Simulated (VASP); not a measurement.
# MnO (Fm-3m) in VASP: single point with PBE+U

Aim: the single point of MnO with PBE+U.

Program: VASP 6.6.1. These are calculated values, not measurements. Logs are shortened: lines on timing, memory, paths and dates and some standing lists are left out, and cuts for length are marked.

## (1) The cell of the first run

It takes space group Fm-3m (No. 225, cubic). Conventional cell: a = 4.480 Å, b = 4.480 Å, c = 4.480 Å, α = 90.00°, β = 90.00°, γ = 90.00°. Within 3.0 Å of Mn (site symmetry m-3m) lie 6 O at 2.24 Å. Within 3.0 Å of O (site symmetry m-3m) lie 6 Mn at 2.24 Å.

## (2) Single point, PBE+U, collinear spin, antiferromagnetic start

File INCAR:

```
SYSTEM = MnO
  ALGO = Normal
  EDIFF = 1E-7
  ENCUT = 520
  GGA = PE
  ISIF = 2
  ISMEAR = -1
  ISPIN = 2
  LASPH = .True.
  LCHARG = .False.
  LDAU = .True.
  LDAUJ = 0 0
  LDAUL = 2 -1
  LDAUPRINT = 1
  LDAUTYPE = 2
  LDAUU = 6.5 0
  LMAXMIX = 4
  LORBIT = 11
  LREAL = .False.
  LWAVE = .False.
  MAGMOM = 4.5 -4.5 0 0
  NBANDS = 31
  NELM = 150
  PREC = Accurate
  SIGMA = 0.02
```

File KPOINTS:

```
k-points
0
Gamma
  8 4 8
  0 0 0
```

File POSCAR:

```
MnO
1.0
    0.0000000000      2.2400000000      2.2400000000
    4.4800000000      0.0000000000      4.4800000000
    2.2400000000      2.2400000000      0.0000000000
Mn O
2 2
Direct
    0.0000000000      0.0000000000      0.0000000000
    0.0000000000      0.5000000000      0.0000000000
    0.5000000000      0.2500000000      0.5000000000
    0.5000000000      0.7500000000      0.5000000000
```

Potentials or basis: VASP PAW PBE potentials, release 64 (Mn_pv, O).

Launch:

```bash
$ cat potpaw_PBE.64/Mn_pv/POTCAR potpaw_PBE.64/O/POTCAR > POTCAR
$ mpirun -np 1 vasp_std > vasp.out
```

OUTCAR:

```text
SYSTEM = MnO
   EDIFF = 1E-7
   ENCUT = 520
   GGA = PE
   ISIF = 2
   ISMEAR = -1
   ISPIN = 2
   LASPH = .True.
   LORBIT = 11
   LREAL = .False.
   NELM = 150
   PREC = Accurate

 ion  position               nearest neighbor table
   1  0.000  0.000  0.000-   4 2.24   3 2.24   4 2.24   3 2.24   4 2.24   3 2.24   2 3.17   2 3.17
                             2 3.17   2 3.17   2 3.17   2 3.17
   2  0.000  0.500  0.000-   3 2.24   3 2.24   4 2.24   3 2.24   4 2.24   4 2.24   1 3.17   1 3.17
                             1 3.17   1 3.17   1 3.17   1 3.17
   3  0.500  0.250  0.500-   1 2.24   1 2.24   2 2.24   1 2.24   2 2.24   2 2.24
   4  0.500  0.750  0.500-   2 2.24   1 2.24   2 2.24   1 2.24   2 2.24   1 2.24

  LATTYP: Found a trigonal (rhomboedric) cell.
 ALAT       =     5.4868570238
 COS(alpha) =     0.8333333333

  Lattice vectors:

 A1 = (   2.2400000000,  -4.4800000000,   2.2400000000)
 A2 = (   4.4800000000,  -2.2400000000,   2.2400000000)
 A3 = (   2.2400000000,  -2.2400000000,   4.4800000000)

Analysis of symmetry for initial positions (statically):
=====================================================================
 Subroutine PRICEL returns following result:

  LATTYP: Found a face centered cubic cell.
 ALAT       =     4.4800000000
[... 12 lines left out ...]
 Subroutine GETGRP returns: Found 12 space group operations
 (whereof 12 operations were pure point group operations)
 out of a pool of 12 trial point group operations.

The static configuration has the point symmetry D_3d.

Analysis of symmetry for dynamics (positions and initial velocities):
=====================================================================
 Subroutine PRICEL returns following result:

  LATTYP: Found a face centered cubic cell.
 ALAT       =     4.4800000000
[... 12 lines left out ...]
 Subroutine GETGRP returns: Found 12 space group operations
 (whereof 12 operations were pure point group operations)
 out of a pool of 12 trial point group operations.

The dynamic configuration has the point symmetry D_3d.

Analysis of structural, dynamic, and magnetic symmetry:
=====================================================================
 Subroutine PRICEL returns following result:

  LATTYP: Found a face centered cubic cell.
 ALAT       =     4.4800000000
[... 12 lines left out ...]
 Subroutine GETGRP returns: Found 12 space group operations
 (whereof 12 operations were pure point group operations)
 out of a pool of 12 trial point group operations.

The overall configuration has the point symmetry D_3d.

 Subroutine INISYM returns: Found 12 space group operations
 (whereof 12 operations are pure point group operations),
 and found     2 'primitive' translations

----------------------------------------------------------------------------------------

                                     Primitive cell

  volume of cell :      22.4788

  direct lattice vectors                    reciprocal lattice vectors
     0.000000000  2.240000000  2.240000000    -0.223214286  0.223214286  0.223214286
     2.240000000  0.000000000  2.240000000     0.223214286 -0.223214286  0.223214286
     2.240000000  2.240000000  0.000000000     0.223214286  0.223214286 -0.223214286

  length of vectors
     3.167838380  3.167838380  3.167838380     0.386618484  0.386618484  0.386618484

[... 160 lines left out ...]
 -0.0000 -0.0008  0.0000 -0.0008  0.0621

 occupancies and eigenvectors

  o =  0.0151  v =  0.0000  0.0000  0.0000  0.0000  0.0000  0.5774  0.5774  0.0000 -0.5774  0.0000      0.0000  0.0000  0.0000  0.0000  0.0000  0.0000  0.0000  0.0000  0.0000  0.0000
  o =  0.0155  v =  0.0000  0.0000  0.0000  0.0000  0.0000 -0.7845  0.5875 -0.0226 -0.1971  0.0065      0.0000  0.0000  0.0000  0.0000  0.0000  0.0000  0.0000  0.0000  0.0000  0.0000
  o =  0.0155  v =  0.0000  0.0000  0.0000  0.0000  0.0000  0.2254  0.5667  0.0065  0.7921  0.0226      0.0000  0.0000  0.0000  0.0000  0.0000  0.0000  0.0000  0.0000  0.0000  0.0000
  o =  0.0621  v =  0.0000  0.0000  0.0000  0.0000  0.0000 -0.0007  0.0169  0.0340  0.0163 -0.9991      0.0000  0.0000  0.0000  0.0000  0.0000  0.0000  0.0000  0.0000  0.0000  0.0000
  o =  0.0621  v =  0.0000  0.0000  0.0000  0.0000  0.0000  0.0192 -0.0090 -0.9991  0.0102 -0.0340      0.0000  0.0000  0.0000  0.0000  0.0000  0.0000  0.0000  0.0000  0.0000  0.0000
  o =  0.9455  v =  0.5774  0.5774 -0.0000 -0.5774  0.0000  0.0000  0.0000  0.0000  0.0000  0.0000      0.0000  0.0000  0.0000  0.0000  0.0000  0.0000  0.0000  0.0000  0.0000  0.0000
  o =  0.9456  v =  0.7494 -0.0942 -0.0119  0.6552 -0.0052  0.0000  0.0000  0.0000  0.0000  0.0000      0.0000  0.0000  0.0000  0.0000  0.0000  0.0000  0.0000  0.0000  0.0000  0.0000
  o =  0.9456  v = -0.3239  0.8110  0.0052  0.4870 -0.0119  0.0000  0.0000  0.0000  0.0000  0.0000      0.0000  0.0000  0.0000  0.0000  0.0000  0.0000  0.0000  0.0000  0.0000  0.0000
  o =  0.9818  v =  0.0106 -0.0053  0.9999  0.0053  0.0000  0.0000  0.0000  0.0000  0.0000  0.0000      0.0000  0.0000  0.0000  0.0000  0.0000  0.0000  0.0000  0.0000  0.0000  0.0000
  o =  0.9818  v =  0.0000  0.0092 -0.0000  0.0092  0.9999  0.0000  0.0000  0.0000  0.0000  0.0000      0.0000  0.0000  0.0000  0.0000  0.0000  0.0000  0.0000  0.0000  0.0000  0.0000

atom =   2  type =  1  l = 2

 onsite density matrix

spin component  1

  0.0154 -0.0001 -0.0009  0.0001 -0.0000
 -0.0001  0.0154  0.0004  0.0001 -0.0008
 -0.0009  0.0004  0.0621 -0.0004  0.0000
  0.0001  0.0001 -0.0004  0.0154 -0.0008
 -0.0000 -0.0008  0.0000 -0.0008  0.0621

spin component  2

  0.9455 -0.0000  0.0004  0.0000  0.0000
 -0.0000  0.9455 -0.0002  0.0000  0.0003
  0.0004 -0.0002  0.9818  0.0002  0.0000
  0.0000  0.0000  0.0002  0.9455  0.0003
  0.0000  0.0003  0.0000  0.0003  0.9818

 occupancies and eigenvectors

  o =  0.0151  v =  0.5774  0.5774  0.0000 -0.5774  0.0000  0.0000  0.0000  0.0000  0.0000  0.0000      0.0000  0.0000  0.0000  0.0000  0.0000  0.0000  0.0000  0.0000  0.0000  0.0000
  o =  0.0155  v =  0.7036 -0.7102  0.0203 -0.0066 -0.0119  0.0000  0.0000  0.0000  0.0000  0.0000      0.0000  0.0000  0.0000  0.0000  0.0000  0.0000  0.0000  0.0000  0.0000  0.0000
  o =  0.0155  v =  0.4139  0.4024  0.0119  0.8162  0.0203  0.0000  0.0000  0.0000  0.0000  0.0000      0.0000  0.0000  0.0000  0.0000  0.0000  0.0000  0.0000  0.0000  0.0000  0.0000
  o =  0.0621  v = -0.0008  0.0170  0.0441  0.0162 -0.9987  0.0000  0.0000  0.0000  0.0000  0.0000      0.0000  0.0000  0.0000  0.0000  0.0000  0.0000  0.0000  0.0000  0.0000  0.0000
  o =  0.0621  v =  0.0192 -0.0089 -0.9987  0.0103 -0.0441  0.0000  0.0000  0.0000  0.0000  0.0000      0.0000  0.0000  0.0000  0.0000  0.0000  0.0000  0.0000  0.0000  0.0000  0.0000
  o =  0.9455  v =  0.0000  0.0000  0.0000  0.0000  0.0000 -0.5774 -0.5774 -0.0000  0.5774 -0.0000      0.0000  0.0000  0.0000  0.0000  0.0000  0.0000  0.0000  0.0000  0.0000  0.0000
  o =  0.9456  v =  0.0000  0.0000  0.0000  0.0000  0.0000  0.8164 -0.4084 -0.0130  0.4080  0.0000      0.0000  0.0000  0.0000  0.0000  0.0000  0.0000  0.0000  0.0000  0.0000  0.0000
  o =  0.9456  v =  0.0000  0.0000  0.0000  0.0000  0.0000  0.0002  0.7069 -0.0000  0.7071 -0.0130      0.0000  0.0000  0.0000  0.0000  0.0000  0.0000  0.0000  0.0000  0.0000  0.0000
  o =  0.9818  v =  0.0000  0.0000  0.0000  0.0000  0.0000 -0.0106  0.0055 -0.9997 -0.0051  0.0183      0.0000  0.0000  0.0000  0.0000  0.0000  0.0000  0.0000  0.0000  0.0000  0.0000
  o =  0.9818  v =  0.0000  0.0000  0.0000  0.0000  0.0000  0.0002  0.0091  0.0183  0.0093  0.9997      0.0000  0.0000  0.0000  0.0000  0.0000  0.0000  0.0000  0.0000  0.0000  0.0000

 number of electron      37.9999978 magnetization      -0.0000000

 Free energy of the ion-electron system (eV)
  ---------------------------------------------------
  ext. energy  EPLUGINS =         0.00000000
  ---------------------------------------------------
  free energy    TOTEN  =       -30.08101582 eV

  energy without entropy =      -30.08101582  energy(sigma->0) =      -30.08101582

 E-fermi :   5.8548     XC(G=0): -11.6610

 val. band max:        5.3453836501   @ k =   0.0000   0.5000   0.0000
 cond. band min:       7.4156364230   @ k =   0.0000   0.0000   0.0000
 fundamental gap:      2.0702527728
 Fermi energy:         5.8547716557

 spin component 1

 k-point     1 :       0.0000    0.0000    0.0000
  band No.  band energies     occupation
      1     -43.1828      1.00000
      2     -43.1545      1.00000
      3     -43.1545      1.00000
      4     -38.1846      1.00000
      5     -38.1559      1.00000
      6     -38.1559      1.00000
[... 1625 lines left out ...]
     30      20.2678      0.00000
     31      21.2470      0.00000

 [... further k-points ...]

------------------------ aborting loop because EDIFF is reached ----------------------------------------

  FORCE on cell =-STRESS in cart. coord.  units (eV):
  Direction    XX          YY          ZZ          XY          YZ          ZX
  --------------------------------------------------------------------------------------
  -------------------------------------------------------------------------------------
  Total        1.0256976      1.0256976      1.0256976      0.2262997      0.2262997     -0.2262997
  in kB       36.5532411     36.5532411     36.5532411      8.0647410      8.0647410     -8.0647410
  external PRESSURE =      36.5532411 kB  Pullay stress =       0.0000000 kB

 VOLUME and BASIS-vectors are now :
 -----------------------------------------------------------------------------
  energy-cutoff  :      520.00
  volume of cell :       44.96
      direct lattice vectors                 reciprocal lattice vectors
     0.000000000  2.240000000  2.240000000    -0.223214286  0.223214286  0.223214286
     4.480000000  0.000000000  4.480000000     0.111607143 -0.111607143  0.111607143
     2.240000000  2.240000000  0.000000000     0.223214286  0.223214286 -0.223214286

 POSITION                                       TOTAL-FORCE (eV/Angst)
 -----------------------------------------------------------------------------------
      0.00000      0.00000      0.00000         0.000000      0.000000     -0.000000
      2.24000      0.00000      2.24000         0.000000      0.000000      0.000000
      2.24000      2.24000      2.24000        -0.000000      0.000000      0.000000
      4.48000      2.24000      4.48000         0.000000     -0.000000     -0.000000
 -----------------------------------------------------------------------------------
    total drift:                                0.000000     -0.000000     -0.000000

  FREE ENERGIE OF THE ION-ELECTRON SYSTEM (eV)
  ---------------------------------------------------
  free  energy   TOTEN  =       -30.0810158249 eV

  energy  without entropy=      -30.0810158249  energy(sigma->0) =      -30.08101582

 total charge

# of ion       s       p       d       tot
------------------------------------------
    1        0.203   6.177   4.951  11.332
    2        0.203   6.177   4.951  11.332
    3        1.553   3.455   0.000   5.008
    4        1.553   3.455   0.000   5.008
--------------------------------------------------
tot          3.513  19.263   9.903  32.678

 magnetization (x)

# of ion       s       p       d       tot
------------------------------------------
    1        0.023   0.022   4.619   4.664
    2       -0.023  -0.022  -4.619  -4.664
    3        0.000   0.000   0.000   0.000
    4        0.000   0.000   0.000   0.000
--------------------------------------------------
tot          0.000   0.000   0.000   0.000
```

It took 36 s on 1 thread of Intel Xeon 6975P-C (Granite Rapids), shared host; peak memory 0.22 GiB.

What came out:

- Free energy: -30.0810 eV
- Pressure: 3.7 GPa
- Band gap on the k mesh: 2.07 eV
- Net moment: 0.00 μB per cell
- Site moments: Mn +4.66, -4.66; O +0.00 μB
- Valence electrons inside the program's atomic spheres: Mn 11.33; O 5.01

Eigenvalues of the final occupation matrices:
| site | spin | trace | eigenvalues |
| --- | --- | --- | --- |
| site 1 d | 1 | 4.80 | 0.95 0.95 0.95 0.98 0.98 |
| site 1 d | 2 | 0.17 | 0.02 0.02 0.02 0.06 0.06 |
| site 2 d | 1 | 0.17 | 0.02 0.02 0.02 0.06 0.06 |
| site 2 d | 2 | 4.80 | 0.95 0.95 0.95 0.98 0.98 |

A k mesh can miss the band edges. The state reached can hang on the start; a lower one may exist.
